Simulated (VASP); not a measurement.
Wanted: the native input for a VASP 6.6.1 run.

```yaml
Task: single point
Functional: LDA
Potentials_or_basis: VASP PAW LDA potentials, release 64 (Rh_pv)
Cutoff: 520 eV
k_mesh: 8 × 7 × 16
Occupations: gaussian, width 0.1 eV
Spin: no spin polarisation
Dipole_correction: no
Further_INCAR_settings: ALGO = Fast; EDIFF = 1e-06; NBANDS = 38
```

The structure of Rh lies in POSCAR:

```
Rh
1.0
    4.5481518712      0.0000000000      0.0000000000
    0.0000000000      5.4032718949      0.0000000000
   -1.5160506237      0.0000000000      2.1581878334
Rh
4
Direct
    0.0000000000      0.5000000000      0.0000000000
    0.5000000000      0.7500000000      0.0000000000
    0.0000000000      0.0000000000      0.0000000000
    0.5000000000      0.2500000000      0.0000000000
```

These files were run (other wordings do the same):

INCAR

```
SYSTEM = Rh
PREC     = Accurate       ! precision mode
ENCUT    = 520            ! plane-wave cutoff, eV
EDIFF    = 1E-6           ! SCF threshold, eV
ISMEAR   = 0              ! smearing method
SIGMA    = 0.1            ! smearing width, eV
LREAL    = .False.        ! projectors in reciprocal space
LASPH    = .True.         ! aspherical terms in the spheres
NELM     = 60             ! most SCF steps
ALGO     = Fast           ! electronic algorithm
ISIF     = 2              ! what is computed and relaxed
LWAVE    = .False.        ! write WAVECAR
LCHARG   = .False.        ! write CHGCAR
GGA      = CA             ! functional
NBANDS   = 38             ! bands
```

KPOINTS

```
Automatic mesh
0
Gamma
  8 7 16
  0 0 0
```

Potentials or basis: VASP PAW LDA potentials, release 64 (Rh_pv).

Launch:

```sh
$ cat potpaw_LDA.64/Rh_pv/POTCAR > POTCAR
$ mpirun -np 1 vasp_std > vasp.out
```

It gave:

```json
{
  "Pressure": "0.3 GPa",
  "Band gap on the k mesh": "zero (band 30 reaches 13.40 eV, above the bottom of band 31 at 11.33 eV)"
}
```

Wall time 3.2 min on 1 thread of Intel(R) Xeon(R) 6975P-C (Granite Rapids), with other jobs on the host, peak memory 0.43 GiB.
